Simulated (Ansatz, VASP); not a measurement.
# One calculation of AlRu, two programs

Contents of INCAR:

```
PREC     = Accurate       # precision mode
ENCUT    = 520            # plane-wave cutoff, eV
EDIFF    = 1E-7           # SCF threshold, eV
ISMEAR   = 1              # smearing method
SIGMA    = 0.15           # smearing width, eV
LREAL    = F              # projectors in reciprocal space
LASPH    = T              # aspherical terms in the spheres
NELM     = 60             # most SCF steps
ALGO     = Normal         # electronic algorithm
ISIF     = 2              # what is computed and relaxed
LWAVE    = F              # write WAVECAR
LCHARG   = F              # write CHGCAR
GGA      = PE             # functional
NBANDS   = 16             # bands
```

File KPOINTS:

```
Automatic mesh
0
Gamma
  12 12 12
```

Contents of POSCAR:

```
AlRu
1.0
    2.9916000000      0.0000000000      0.0000000000
    0.0000000000      2.9916000000      0.0000000000
    0.0000000000      0.0000000000      3.0813480000
Al Ru
1 1
Direct
    0.0000000000      0.0000000000      0.0000000000
    0.5000000000      0.5000000000      0.5000000000
```

Input for Ansatz:

```yaml
crystal:
  lattice:
    - [2.9916, 0.0, 0.0]
    - [0.0, 2.9916, 0.0]
    - [0.0, 0.0, 3.081348]
  atoms:
    - { symbol: Al, position: [0.0, 0.0, 0.0] }
    - { symbol: Ru, position: [0.5, 0.5, 0.5] }
basis:
  ecutwfc: 520.0
kpoints:
  mp_grid:
    grid: [12, 12, 12]
hamiltonian:
  xc: pbe
scf:
  occupations:
    method: cold
    width: 0.15
output:
  stress: true
```

Alike in both runs: task single point; functional PBE; k mesh 12 × 12 × 12; no spin polarisation.

|  | VASP | Ansatz |
| --- | --- | --- |
| version | VASP 6.6.1 | Ansatz 0.2.0 |
| potentials or method | VASP PAW PBE potentials, release 64 (Al, Ru_pv), cutoff 520 eV | plane waves, PAW |
| occupations | methfessel-paxton of order 1, width 0.15 eV | cold, width 0.15 eV |
| valence electrons in the cell | 17 | 19 |

|  | VASP | Ansatz | Ansatz less VASP |
| --- | --- | --- | --- |
| pressure (GPa) | -3.5 | -3.5 | +0.01 |
| traceless stress, the component that is largest in VASP (GPa) | -3.26 | -3.27 | -0.009 |

VASP's potentials hold 17 valence electrons a cell and Ansatz's 19, so a difference there can come from the potentials and not from the codes.
